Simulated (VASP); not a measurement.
Wanted: the native input for a VASP 6.6.1 run.

| Item | Value |
| --- | --- |
| Task | single point |
| Functional | PBEsol |
| Potentials or basis | VASP PAW PBE potentials, release 64 (In_d, As) |
| Cutoff | 520 eV |
| k mesh | 6 × 6 × 6 |
| Occupations | methfessel-paxton, width 0.02 eV |
| Spin | no spin polarisation |
| Dipole correction | no |
| Further INCAR settings | ALGO = Normal; EDIFF = 1e-06; NBANDS = 16 |

The structure of InAs lies in POSCAR:

```
InAs
1.0
    0.0000000000      2.8773040000      2.8773040000
    2.8773040000      0.0000000000      2.8773040000
    2.8773040000      2.8773040000      0.0000000000
In As
1 1
Direct
    0.5000000000      0.5000000000      0.5000000000
    0.0000000000      0.0000000000      0.0000000000
```

These files were run (other wordings do the same):

INCAR

```
SYSTEM = InAs
  PREC = Accurate
  ENCUT = 520
  EDIFF = 1E-6
  ISMEAR = 1
  SIGMA = 0.02
  LREAL = .False.
  LASPH = .True.
  NELM = 100
  ALGO = Normal
  ISIF = 2
  LWAVE = .False.
  LCHARG = .False.
  GGA = PS
  NBANDS = 16
```

KPOINTS

```
regular mesh
0
Gamma
  6 6 6
  0 0 0
```

Potentials or basis: VASP PAW PBE potentials, release 64 (In_d, As).

The run is started by

```bash
$ cat potpaw_PBE.64/In_d/POTCAR potpaw_PBE.64/As/POTCAR > POTCAR
$ mpirun -np 1 vasp_std > vasp.out
```

It gave:

```yaml
Pressure: -3.2 GPa
Band_gap_on_the_k_mesh: zero (band 9 reaches 6.17 eV, above the bottom of band 10 at 3.54 eV)
```

Caveat: the PAW data sets were made with another functional, which shifts forces and pressure a little; spin-orbit coupling is left out, which moves the levels of the heavy elements.

It took 15 s on 1 thread of Intel Xeon 8259CL, on a shared host, peak memory 0.17 GiB.
